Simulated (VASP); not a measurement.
# TaN (P-3m1) in VASP: relaxation of cell and atoms with PBE

Aim: the relaxation of cell and atoms of TaN with PBE.

All numbers are computed with VASP 6.6.1; they aren't measurements. Logs are shortened: lines on timing, memory, paths and dates and some standing lists are left out, and cuts for length are marked.

### 1 The cell of the first run

It takes space group P-3m1 (No. 164, trigonal). Conventional cell: a = 3.896 Å, b = 3.896 Å, c = 3.921 Å, α = 90.00°, β = 90.00°, γ = 120.00°. Within 3.0 Å of Ta (site symmetry 3m) lie 3 Ta at 2.27 Å and 6 N at 2.55 to 2.69 Å. N (site symmetry 3m) has 1 N at 1.24 Å within 1.7 Å.

The cell was generated, and may not be a known phase.

### 2 Relaxation of cell and atoms, PBE

Input file INCAR:

```
PREC = Accurate
ENCUT = 700
EDIFF = 1E-7
ISMEAR = 0
SIGMA = 0.1
LREAL = False
LASPH = True
NELM = 120
ALGO = Normal
ISIF = 3
LWAVE = False
LCHARG = False
GGA = PE
IBRION = 2
NSW = 90
EDIFFG = -0.04
GGA_COMPAT = False
NELMIN = 4
```

Input file KPOINTS:

```
Automatic mesh
0
Gamma
  6 6 4
```

Input file POSCAR:

```
TaN
1.0
    3.8959504000      0.0000000000      0.0000000000
   -1.9479752000      3.3739920200      0.0000000000
    0.0000000000      0.0000000000      3.9207426700
Ta N
2 2
Direct
    0.3333333300      0.6666666700      0.0340170900
    0.6666666700      0.3333333300      0.9659829100
    0.0000000000      0.0000000000      0.6579053700
    0.0000000000      0.0000000000      0.3420946300
```

Potentials or basis: VASP PAW PBE potentials, release 64 (Ta_sv_GW, N).

Command:

```sh
$ cat potpaw_PBE.64/Ta_sv_GW/POTCAR potpaw_PBE.64/N/POTCAR > POTCAR
$ mpirun -np 1 vasp_std > vasp.out
```

OUTCAR:

```text
PREC = Accurate
   ENCUT = 700
   EDIFF = 1E-7
   ISMEAR = 0
   LREAL = False
   LASPH = True
   NELM = 120
   ISIF = 3
   GGA = PE
   IBRION = 2
   NSW = 90
   EDIFFG = -0.04
   NELMIN = 4

 ion  position               nearest neighbor table
   1  0.333  0.667  0.034-   2 2.27   2 2.27   2 2.27
   2  0.667  0.333  0.966-   1 2.27   1 2.27   1 2.27
   3  0.000  0.000  0.658-   4 1.24
   4  0.000  0.000  0.342-   3 1.24

  LATTYP: Found a hexagonal cell.
 ALAT       =     3.8959504000
 C/A-ratio  =     1.0063636000

  Lattice vectors:

 A1 = (   3.8959504000,   0.0000000000,   0.0000000000)
 A2 = (  -1.9479752000,   3.3739920200,   0.0000000000)
 A3 = (   0.0000000000,   0.0000000000,   3.9207426700)

Analysis of symmetry for initial positions (statically):
=====================================================================
 Subroutine PRICEL returns:
 Original cell was already a primitive cell.

 Routine SETGRP: Setting up the symmetry group for a
 hexagonal supercell.

 Subroutine GETGRP returns: Found 12 space group operations
 (whereof 12 operations were pure point group operations)
 out of a pool of 24 trial point group operations.

The static configuration has the point symmetry D_3d.

Analysis of symmetry for dynamics (positions and initial velocities):
=====================================================================
 Subroutine PRICEL returns:
 Original cell was already a primitive cell.

 Routine SETGRP: Setting up the symmetry group for a
 hexagonal supercell.

 Subroutine GETGRP returns: Found 12 space group operations
 (whereof 12 operations were pure point group operations)
 out of a pool of 24 trial point group operations.

The dynamic configuration has the point symmetry D_3d.

 Subroutine INISYM returns: Found 12 space group operations
 (whereof 12 operations are pure point group operations),
 and found     1 'primitive' translations

----------------------------------------------------------------------------------------

                                     Primitive cell

  volume of cell :      51.5378

  direct lattice vectors                    reciprocal lattice vectors
     3.895950400  0.000000000  0.000000000     0.256676779  0.148192407  0.000000000
    -1.947975200  3.373992020  0.000000000     0.000000000  0.296384815  0.000000000
     0.000000000  0.000000000  3.920742670     0.000000000  0.000000000  0.255053719

  length of vectors
     3.895950400  3.895950401  3.920742670     0.296384815  0.296384815  0.255053719

  position of ions in fractional coordinates (direct lattice)
     0.333333330  0.666666670  0.034017090
     0.666666670  0.333333330  0.965982910
     0.000000000  0.000000000  0.657905370
     0.000000000  0.000000000  0.342094630

  ion indices of the primitive-cell ions
   primitive index   ion index
                 1           1
                 2           2
                 3           3
                 4           4

----------------------------------------------------------------------------------------

 KPOINTS: Automatic mesh

Automatic generation of k-mesh.
 Grid dimensions read from file:
 generate k-points for:    6    6    4

 Generating k-lattice:

  Cartesian coordinates                     Fractional coordinates (reciprocal lattice)
     0.042779463  0.024698735  0.000000000     0.166666667  0.000000000  0.000000000
     0.000000000  0.049397469  0.000000000     0.000000000  0.166666667  0.000000000
     0.000000000  0.000000000  0.063763430     0.000000000  0.000000000  0.250000000

  Length of vectors
     0.049397469  0.049397469  0.063763430

  Shift w.r.t. Gamma in fractional coordinates (k-lattice)
     0.000000000  0.000000000  0.000000000

 Subroutine IBZKPT returns following result:
 ===========================================

 Found     24 irreducible k-points:

 Following reciprocal coordinates:
            Coordinates               Weight
  0.000000  0.000000  0.000000      1.000000
  0.166667  0.000000  0.000000      6.000000
  0.333333  0.000000  0.000000      6.000000
  0.500000  0.000000  0.000000      3.000000
  0.166667  0.166667  0.000000      6.000000
  0.333333  0.166667  0.000000     12.000000
[... 16 lines left out ...]
  0.333333  0.166667  0.500000     12.000000
  0.333333  0.333333  0.500000      2.000000
   k-points           NKPTS =     24   k-points in BZ     NKDIM =     24   number of bands    NBANDS=     22
   number of dos      NEDOS =    301   number of ions     NIONS =      4
   total plane-waves  NPLWV =  46656
   dimension x,y,z NGX =    36 NGY =   36 NGZ =   36
   dimension x,y,z NGXF=    72 NGYF=   72 NGZF=   72
   ions per type =               2   2
   NGX,Y,Z   is equivalent  to a cutoff of  15.36, 15.36, 15.26 a.u.
   NGXF,Y,Z  is equivalent  to a cutoff of  30.72, 30.72, 30.53 a.u.
 SYSTEM =  unknown system
   PREC   = accura    normal or accurate (medium, high low for compatibility)
   ISTART =      0    job   : 0-new  1-cont  2-samecut
   ICHARG =      2    charge: 1-file 2-atom 10-const
   ISPIN  =      1    spin polarized calculation?
   LNONCOLLINEAR =      F non collinear calculations
   LSORBIT =      F    spin-orbit coupling
   LASPH  =      T    aspherical Exc in radial PAW
   ENCUT  =  700.0 eV  51.45 Ry    7.17 a.u.   8.40  8.40  8.46*2*pi/ulx,y,z
   NELM   =    120;   NELMIN=  4; NELMDL= -5     # of ELM steps
   EDIFF  = 0.1E-06   stopping-criterion for ELM
   LREAL  =      F    real-space projection
   EDIFFG = -.4E-01   stopping-criterion for IOM
   NSW    =     90    number of steps for IOM
   IBRION =      2    ionic relax: 0-MD 1-quasi-New 2-CG
   NFREE  =      1    steps in history (QN), initial steepest desc. (CG)
   ISIF   =      3    stress and relaxation
   ISYM   =      2    0-nonsym 1-usesym 2-fastsym
   POTIM  = 0.5000    time-step for ionic-motion
   TEBEG  =    0.0;   TEEND  =   0.0 temperature during run
   PSTRESS=    0.0 pullay stress
   NELECT =      36.0000    total number of electrons
   NUPDOWN=      -1.0000    fix difference up-down
   EMIN   =  10.00;   EMAX   =-10.00  energy-range for DOS
   EFERMI =   0.00;   METHOD = LEGACY
   ISMEAR =     0;   SIGMA  =   0.10  broadening in eV -4-tet -1-fermi 0-gaus
   EFERMI_NEDOS =   21; number of points for ismear=-14 and -15
   IALGO  =     38    algorithm
   IMIX   =      4    mixing-type and parameters
     AMIX     =   0.40;   BMIX     =  1.00
     AMIX_MAG =   1.60;   BMIX_MAG =  1.00
  volume/ion in A,a.u.               =      12.88        86.95
  Fermi-wavevector in a.u.,A,eV,Ry     =   1.452559  2.744938 28.707301  2.109927
  Thomas-Fermi vector in A             =   2.569927
   LORBIT       =      0    0 simple, 1 ext, 2 COOP (PROOUT), +10 PAW based schemes
   GGA     = PE    functional components
   LHFCALC =     F    Hartree Fock is set to
   AEXX    =    0.0000 exact exchange contribution
   IVDW    =     0    specifies the selected vdW correction
   LEPSILON=     F    determine dielectric tensor
   LRPA    =     F    only Hartree local field effects (RPA)
 conjugate gradient relaxation of ions
 non-spin polarized calculation
 Gauss-broadening in eV      SIGMA  =   0.10
  energy-cutoff  :      700.00
  volume of cell :       51.54
 maximum number of plane-waves:      2195
 NGX is ok and might be reduce to    36
   NGX = 17   NGY = 17   NGZ = 17

--------------------------------------- Ionic step        1  -------------------------------------------

 number of electron      36.0000000 magnetization

 Free energy of the ion-electron system (eV)
  ---------------------------------------------------
  ext. energy  EPLUGINS =         0.00000000
  ---------------------------------------------------
  free energy    TOTEN  =       -35.93781946 eV

  energy without entropy =      -35.92600615  energy(sigma->0) =      -35.93191280

------------------------ aborting loop because EDIFF is reached ----------------------------------------

  FORCE on cell =-STRESS in cart. coord.  units (eV):
  Direction    XX          YY          ZZ          XY          YZ          ZX
  --------------------------------------------------------------------------------------
  -------------------------------------------------------------------------------------
  Total       15.5900746     15.5900746      2.3269509     -0.0000000      0.0000000      0.0000000
  in kB      484.6553006    484.6553011     72.3389142     -0.0000000      0.0000000      0.0000000
  external PRESSURE =     347.2165053 kB  Pullay stress =       0.0000000 kB
[... 95 lines left out ...]
  FREE ENERGIE OF THE ION-ELECTRON SYSTEM (eV)
  ---------------------------------------------------
  free  energy   TOTEN  =       -37.3326968067 eV

  energy  without entropy=      -37.3151456021  energy(sigma->0) =      -37.32392120

 E-fermi :  11.1283     XC(G=0): -13.0471

 val. band max:       11.1106128454   @ k =   0.0000   0.0000   0.0000
 cond. band min:      11.1837112545   @ k =   0.5000   0.0000   0.0000
 fundamental gap:      0.0730984091
 Fermi energy:        11.1282623013

 k-point     1 :       0.0000    0.0000    0.0000
  band No.  band energies     occupation
      1     -56.9454      2.00000
      2     -56.8714      2.00000
      3     -23.7831      2.00000
      4     -23.5489      2.00000
      5     -23.5489      2.00000
      6     -23.3684      2.00000
[... 574 lines left out ...]
      6     -23.7131      2.00000
[... 14 lines left out ...]
     21      13.5388      0.00000
     22      14.9670      0.00000

[... ionic steps 4 to 41 ...]

--------------------------------------- Ionic step       42  -------------------------------------------

 number of electron      36.0000000 magnetization

------------------------ aborting loop because EDIFF is reached ----------------------------------------

  FORCE on cell =-STRESS in cart. coord.  units (eV):
  Direction    XX          YY          ZZ          XY          YZ          ZX
  --------------------------------------------------------------------------------------
  -------------------------------------------------------------------------------------
  Total        0.3046478      0.3046478      0.3981167      0.0000000      0.0000000      0.0000000
  in kB        8.3274947      8.3274948     10.8824525      0.0000000      0.0000000      0.0000000
  external PRESSURE =       9.1791473 kB  Pullay stress =       0.0000000 kB
[... 61 lines left out ...]
  energy  without entropy=      -46.4118013537  energy(sigma->0) =      -46.42591768

--------------------------------------- Ionic step       44  -------------------------------------------

 number of electron      36.0000006 magnetization

 Free energy of the ion-electron system (eV)
  ---------------------------------------------------
  ext. energy  EPLUGINS =         0.00000000
  ---------------------------------------------------
  free energy    TOTEN  =       -46.44283481 eV

  energy without entropy =      -46.41483686  energy(sigma->0) =      -46.42883584

 E-fermi :   8.2059     XC(G=0): -11.6929

 val. band max:        8.1974173085   @ k =   0.1667   0.1667   0.2500
 cond. band min:       8.2251338146   @ k =   0.3333   0.1667   0.0000
 fundamental gap:      0.0277165061
 Fermi energy:         8.2058765978

 k-point     1 :       0.0000    0.0000    0.0000
  band No.  band energies     occupation
      1     -60.3331      2.00000
      2     -60.3235      2.00000
      3     -26.8552      2.00000
      4     -26.8032      2.00000
      5     -26.8032      2.00000
      6     -26.7779      2.00000
[... 620 lines left out ...]
  FREE ENERGIE OF THE ION-ELECTRON SYSTEM (eV)
  ---------------------------------------------------
  free  energy   TOTEN  =       -46.4428348106 eV

  energy  without entropy=      -46.4148368625  energy(sigma->0) =      -46.42883584

 reached required accuracy - stopping structural energy minimisation
```

Wall time 19 min (1 thread of Intel Xeon 6975P-C (Granite Rapids), shared host); peak memory 0.23 GiB.

What came out:

| Property | Result |
| --- | --- |
| Free energy | -46.4428 eV |
| Relaxed volume | 14.73 Å³/atom |
| Relaxed cell | a = 3.417 Å, b = 3.417 Å, c = 5.828 Å, α = 90.00°, β = 90.00°, γ = 120.00° |
| Space group after relaxing (to 0.1 Å) | P-3m1 (No. 164) |
| Energy gained by relaxing | 2626.3 meV/atom |
| Ionic steps | 44 |
| Pressure after relaxing | 0.1 GPa |
| Largest force after relaxing | 0.009 eV/Å |
| Band gap on the k mesh | zero (bands 18 and 19 overlap by 2.15 eV) |

Forces on the atoms (eV/Å):
```
Ta   0.000  0.000 -0.005
Ta   0.000  0.000  0.005
N    0.000  0.000 -0.009
N    0.000  0.000  0.009
```

Stress tensor (GPa, compression positive):
```
0.07 0.00 0.00
0.00 0.07 0.00
0.00 0.00 0.18
```

Step by step:
```tsv
step	energy change (eV)	largest force (eV/Å)	pressure (GPa)	volume (Å³)
1	0.0000	2.9488	34.72	51.54
3	-1.3949	2.4622	-4.71	61.80
5	-2.2649	2.1157	0.24	63.72
7	-2.6403	2.5855	-8.03	64.93
9	-2.7351	1.7095	-5.77	64.41
11	-2.8011	1.4220	-1.34	63.41
13	-2.9782	1.6084	-0.87	61.14
15	-3.1568	5.0158	16.81	50.63
17	-3.3051	5.6798	18.52	49.84
19	-4.6856	7.8186	29.28	46.09
21	-5.8574	5.4177	61.56	42.19
23	-6.0292	3.1017	75.53	41.32
25	-6.3574	1.7989	72.56	41.80
27	-8.0650	1.0772	23.83	47.37
29	-8.4431	1.6247	-3.71	52.83
31	-8.5149	1.8857	-2.26	52.60
33	-9.2527	2.6992	-1.67	54.28
35	-9.8334	0.7879	18.26	59.26
37	-10.4277	0.5388	-3.23	61.27
39	-10.4605	0.5043	-1.41	60.20
41	-10.4962	0.1643	2.40	58.26
43	-10.5022	0.1158	0.71	58.72
44	-10.5050	0.0088	0.11	58.92
```

Final structure:
```
Ta N
1.0
     3.41672    0.00000    0.00000
    -1.70836    2.95896    0.00000
     0.00000    0.00000    5.82756
Ta N
2 2
Direct
  0.33333 0.66667 0.26369
  0.66667 0.33333 0.73631
  0.00000 0.00000 0.75305
  0.00000 0.00000 0.24695
```

Caveat: the k points lie up to 0.35 Å⁻¹ apart in the final cell, too coarse for converged energies and pressures of a metal; the standard files for N, O and F lose accuracy on very short bonds; a cell axis changed by over 15 % at a fixed basis, so the end point is rough; spin-orbit coupling is left out, which moves the levels of the heavy elements.

The gap in the log of VASP goes by the Fermi energy; the results here count the filled bands.